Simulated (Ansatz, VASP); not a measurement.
## Ag in VASP and in Ansatz

Contents of INCAR:

```
SYSTEM = Ag
ALGO = Fast ; EDIFF = 1E-7
ENCUT = 520 ; GGA = PS
ISIF = 2 ; ISMEAR = 0
LASPH = .TRUE. ; LCHARG = .FALSE.
LREAL = .FALSE. ; LWAVE = .FALSE.
NBANDS = 12 ; NELM = 100
PREC = Accurate ; SIGMA = 0.15
```

Contents of KPOINTS:

```
k-points
0
G
  28 28 28
  0 0 0
```

POSCAR

```
Ag
1.0
   -1.6580051962      1.6580051962      1.5253647805
    1.6580051962     -1.6580051962      1.5253647805
    1.6580051962      1.6580051962     -1.5253647805
Ag
1
Direct
    0.0000000000      0.0000000000      0.0000000000
```

Input for Ansatz:

```yaml
crystal:
  lattice:
    - [-1.6580051962, 1.6580051962, 1.5253647805]
    - [1.6580051962, -1.6580051962, 1.5253647805]
    - [1.6580051962, 1.6580051962, -1.5253647805]
  atoms:
    - { symbol: Ag, position: [0.0, 0.0, 0.0] }
basis:
  ecutwfc: 420
kpoints:
  mp_grid: { grid: [28, 28, 28] }
hamiltonian:
  xc: pbesol
scf:
  occupations: { method: gaussian, width: 0.15 }
output:
  forces: true
  stress: true
  eigenvalues: true
```

Alike in both runs: task single point; functional PBEsol; k mesh 28 × 28 × 28; occupations gaussian, width 0.15 eV; no spin polarisation.

```csv
,VASP,Ansatz
version,VASP 6.6.1,Ansatz 0.2.0
potentials or method,"VASP PAW PBE potentials, release 64 (Ag), cutoff 520 eV","scalar-relativistic, plane waves, PAW"
valence electrons in the cell,11,19
```

|  | VASP | Ansatz | Ansatz less VASP |
| --- | --- | --- | --- |
| gap on the k mesh at the Fermi level (eV) | none | none | - |
| pressure (GPa) | -0.1 | 0.1 | +0.20 |
| traceless stress, the component that is largest in VASP (GPa) | -0.19 | -0.19 | -0.001 |

VASP's potentials were made for PBE, not for PBEsol. A gap of «none» marks a metal or a gap that the smearing closes. VASP's potentials hold 11 valence electrons a cell and Ansatz's 19, so a difference there can come from the potentials and not from the codes.
